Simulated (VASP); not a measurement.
Set up this calculation in VASP 6.6.1, as the native input.

* Task: single point
* Functional: PBE
* Potentials or basis: VASP PAW PBE potentials, release 64 (Co, Ga_d)
* Cutoff: 520 eV
* k mesh: 6 × 6 × 6
* Occupations: methfessel-paxton, width 0.1834 eV
* Spin: no spin polarisation
* Dipole correction: no
* Further INCAR settings: ALGO = Normal; EDIFF = 1e-07; NBANDS = 18

The structure of GaCo lies in POSCAR:

```
GaCo
1.0
    2.9126830000      0.0000000000      0.0000000000
    0.0000000000      2.9126830000      0.0000000000
    0.0000000000      0.0000000000      2.9126830000
Co Ga
1 1
Direct
    0.0000000000      0.0000000000      0.0000000000
    0.5000000000      0.5000000000      0.5000000000
```

One way to write it, as run:

INCAR

```
PREC = Accurate
ENCUT = 520
EDIFF = 1E-7
ISMEAR = 1
SIGMA = 0.1834
LREAL = F
LASPH = T
NELM = 80
ALGO = Normal
ISIF = 2
LWAVE = F
LCHARG = T
GGA = PE
LELF = T
LVHAR = T
NBANDS = 18
```

KPOINTS

```
regular mesh
0
Gamma
  6 6 6
```

Potentials or basis: VASP PAW PBE potentials, release 64 (Co, Ga_d).

The run is started by

```console
$ cat potpaw_PBE.64/Co/POTCAR potpaw_PBE.64/Ga_d/POTCAR > POTCAR
$ mpirun -np 1 vasp_std > vasp.out
```

Results of the run:

```
Pressure               : -5.2 GPa
Band gap on the k mesh : zero (band 11 reaches 10.52 eV, above the bottom of band 12 at 9.07 eV)
```

Run time: 6.1 s on 1 thread of Intel(R) Xeon(R) Platinum 8559C (Emerald Rapids) (shared host), peak memory 0.14 GiB.
